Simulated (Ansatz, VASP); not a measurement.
**Ag in VASP and in Ansatz**

INCAR

```
SYSTEM = Ag
PREC     = Accurate       ! precision mode
ENCUT    = 520            ! plane-wave cutoff, eV
EDIFF    = 1E-6           ! SCF threshold, eV
ISMEAR   = -1             ! smearing method
SIGMA    = 0.1            ! smearing width, eV
LREAL    = .FALSE.        ! projectors in reciprocal space
LASPH    = .TRUE.         ! aspherical terms in the spheres
NELM     = 80             ! most SCF steps
ALGO     = Normal         ! electronic algorithm
ISIF     = 2              ! what is computed and relaxed
LWAVE    = .FALSE.        ! write WAVECAR
LCHARG   = .FALSE.        ! write CHGCAR
GGA      = PE             ! functional
NBANDS   = 18             ! bands
```

The input KPOINTS:

```
Automatic mesh
0
G
  14 14 8
  0 0 0
```

The input POSCAR:

```
Ag
1.0
    2.9839331058      0.0000000000      0.0000000000
   -1.4919665529      2.5841618729      0.0000000000
    0.0000000000      0.0000000000      4.8320676826
Ag
2
Direct
    0.3333333333      0.6666666667      0.2500000000
    0.6666666667      0.3333333333      0.7500000000
```

Input for Ansatz:

```yaml
crystal:
  lattice:
    - [2.9839331058, 0.0, 0.0]
    - [-1.4919665529, 2.5841618729, 0.0]
    - [0.0, 0.0, 4.8320676826]
  atoms:
    - { symbol: Ag, position: [0.3333333333, 0.6666666667, 0.25] }
    - { symbol: Ag, position: [0.6666666667, 0.3333333333, 0.75] }
hamiltonian:
  xc: pbe
  pseudopotentials:
    kind: paw
    azcp:
      Ag: "pseudopotentials/Ag.paw.azcp"
basis:
  ecutwfc: 420
  fft_grid_basis: typed
kpoints:
  mp_grid: { grid: [14, 14, 8], shift: [0, 0, 0] }
magnetization:
  spin_polarized: false
scf:
  occupations: { method: fermi_dirac, width: 0.1 }
  lower_state_search: "off"
output:
  stress: true
```

Alike in both runs: task single point; functional PBE; k mesh 14 × 14 × 8; occupations fermi-dirac, width 0.1 eV; no spin polarisation.

|  | VASP | Ansatz |
| --- | --- | --- |
| version | VASP 6.6.1 | Ansatz 0.2.0 |
| potentials or method | VASP PAW PBE potentials, release 64 (Ag), cutoff 520 eV | plane waves (420 eV) with PAW, scalar-relativistic |
| valence electrons in the cell | 22 | 38 |

|  | VASP | Ansatz | Ansatz less VASP |
| --- | --- | --- | --- |
| pressure (GPa) | -3.3 | -3.2 | +0.08 |
| traceless stress, the component that is largest in VASP (GPa) | 0.35 | 0.36 | +0.006 |

VASP's potentials hold 22 valence electrons a cell and Ansatz's 38, so a difference there can come from the potentials and not from the codes.
